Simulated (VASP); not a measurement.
Crystal: Pt.

```
CELL_PARAMETERS angstrom
2.67333 0.00000 0.00000
-1.33667 2.31517 0.00000
0.00000 0.00000 2.73338
ATOMIC_POSITIONS crystal
Pt 0.00000 0.00000 0.00000
```

This isn't the form of Pt at room conditions, which is fcc.

| Property | Result |
| --- | --- |
| Program | VASP 6.6.1 |
| Task | relaxation of cell and atoms |
| Functional | PBE |
| Potentials or basis | VASP PAW PBE potentials, release 64 (Pt) |
| Cutoff | 600 eV |
| k mesh | 24 × 24 × 20 |
| Occupations | gaussian, width 0.1 eV |
| Spin | no spin polarisation |

At the start: pressure -0.3 GPa; volume 16.92 Å³/atom.

Q: Where does the relaxation end?

A: Over 5 steps the energy falls by 6.6 meV/atom and the volume is 16.81 Å³/atom (-0.6 %); space group P6/mmm (No. 191, to 0.1 Å) before and after.

The path:
```tsv
step	energy change (eV)	largest force (eV/Å)	pressure (GPa)	volume (Å³)
1	0.0000	0.0000	-0.29	16.92
2	0.0012	0.0000	-0.85	16.83
3	-0.0064	0.0000	-0.87	16.88
4	-0.0059	0.0000	1.76	16.68
5	-0.0066	0.0000	0.02	16.81
```

Final structure:
```yaml
crystal:
  lattice:
    - [2.68685, 0.00000, 0.00000]
    - [-1.34343, 2.32688, 0.00000]
    - [0.00000, 0.00000, 2.68876]
  atoms:
    - { symbol: Pt, position: [0.00000, 0.00000, 0.00000] }
```
